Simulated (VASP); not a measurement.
Set up this calculation in VASP 6.6.1, as the native input.

```yaml
Task: single point
Functional: PBEsol
Potentials_or_basis: VASP PAW PBE potentials, release 64 (W_sv)
Cutoff: 520 eV
k_mesh: 16 × 16 × 12
Occupations: gaussian, width 0.15 eV
Spin: no spin polarisation
Dipole_correction: no
Further_INCAR_settings: ALGO = Fast; EDIFF = 1e-06; NBANDS = 21
```

The structure of W lies in POSCAR:

```
W
1.0
    0.0000000000     -1.9991269216     -1.9991269216
    0.0000000000      1.9991269216     -1.9991269216
    3.9982538432      0.0000000000      0.0000000000
W
2
Direct
    0.5505220549      0.4494779451      0.4829925756
   -0.0505220549      0.0505220549      0.0170074244
```

This cell differs from its parent crystal: atoms displaced along a vibrational mode.

These files were run (other wordings do the same):

INCAR

```
SYSTEM = W
  ALGO = Fast
  EDIFF = 1E-6
  ENCUT = 520
  GGA = PS
  ISIF = 2
  ISMEAR = 0
  LASPH = .TRUE.
  LCHARG = .FALSE.
  LREAL = .FALSE.
  LWAVE = .FALSE.
  NBANDS = 21
  NELM = 60
  PREC = Accurate
  SIGMA = 0.15
```

KPOINTS

```
k-points
0
G
  16 16 12
  0 0 0
```

Potentials or basis: VASP PAW PBE potentials, release 64 (W_sv).

Run with:

```sh
$ cat potpaw_PBE.64/W_sv/POTCAR > POTCAR
$ mpirun -np 1 vasp_std > vasp.out
```

It gave:

- Pressure: 12.9 GPa
- Largest force: 2.309 eV/Å
- Band gap on the k mesh: zero (bands 14 and 15 overlap by 3.81 eV)

Caveat: the cell differs from its parent crystal (atoms displaced along a vibrational mode); the cell stands under pressure; the PAW data sets were made with another functional, which shifts forces and pressure a little; spin-orbit coupling is left out, which moves the levels of the heavy elements.

Run time: 4.8 min on 1 thread of Intel(R) Xeon(R) Platinum 8488C (Sapphire Rapids) (shared host), peak memory 0.5 GiB.
